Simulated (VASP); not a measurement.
Crystal: Ti4C3.

```
Ti C
1.0
     4.29125    0.01016    0.03618
     0.01016    4.43722   -0.02676
     0.03618   -0.02676    4.24201
Ti C
4 3
Direct
  0.48573 0.01198 0.99629
  0.02781 0.49634 0.99242
  0.97480 0.98352 0.49807
  0.47831 0.54815 0.50650
  0.99217 0.50455 0.51034
  0.54619 0.98982 0.53211
  0.49498 0.46563 0.96428
```

- Program: VASP 6.6.1
- Task: relaxation of cell and atoms
- Functional: PBE
- Potentials or basis: VASP PAW PBE potentials, release 64 (Ti_sv, C)
- Cutoff: 600 eV
- k mesh: 6 × 6 × 6
- Occupations: gaussian, width 0.2 eV
- Spin: no spin polarisation

At the start: pressure 9.1 GPa; volume 11.54 Å³/atom.

Where does the relaxation end?

Over 11 steps the energy falls by 257.9 meV/atom and the volume is 11.43 Å³/atom (-0.9 %); space group P1 (No. 1, to 0.1 Å) before, Pm-3m (No. 221, to 0.1 Å).

Step by step:
| step | energy change (eV) | largest force (eV/Å) | pressure (GPa) | volume (Å³) |
| --- | --- | --- | --- | --- |
| 1 | 0.0000 | 4.3798 | 9.11 | 80.76 |
| 2 | -1.1329 | 1.0194 | -17.11 | 88.61 |
| 3 | -1.2513 | 1.4659 | -12.71 | 86.34 |
| 4 | -1.6619 | 0.9296 | 7.80 | 77.61 |
| 5 | -1.7308 | 0.8292 | 1.13 | 79.80 |
| 6 | -1.7965 | 0.2023 | 0.12 | 80.07 |
| 7 | -1.7981 | 0.2381 | 0.00 | 80.12 |
| 8 | -1.8037 | 0.0867 | -0.10 | 80.13 |
| 9 | -1.8044 | 0.0683 | -0.12 | 80.14 |
| 10 | -1.8050 | 0.0284 | 0.11 | 80.05 |
| 11 | -1.8050 | 0.0201 | 0.19 | 80.01 |

Final structure:
```yaml
crystal:
  lattice:
    - [4.30852, -0.00026, -0.00038]
    - [0.00034, 4.30922, -0.00033]
    - [0.00087, 0.00025, 4.30940]
  atoms:
    - { symbol: Ti, position: [0.49981, 0.00001, 0.00018] }
    - { symbol: Ti, position: [0.00014, 0.49988, 0.99998] }
    - { symbol: Ti, position: [0.99986, 0.00022, 0.49990] }
    - { symbol: Ti, position: [0.50004, 0.50005, 0.49999] }
    - { symbol: C, position: [0.00002, 0.50014, 0.49968] }
    - { symbol: C, position: [0.50032, 0.99988, 0.50013] }
    - { symbol: C, position: [0.49982, 0.49982, 0.00014] }
```
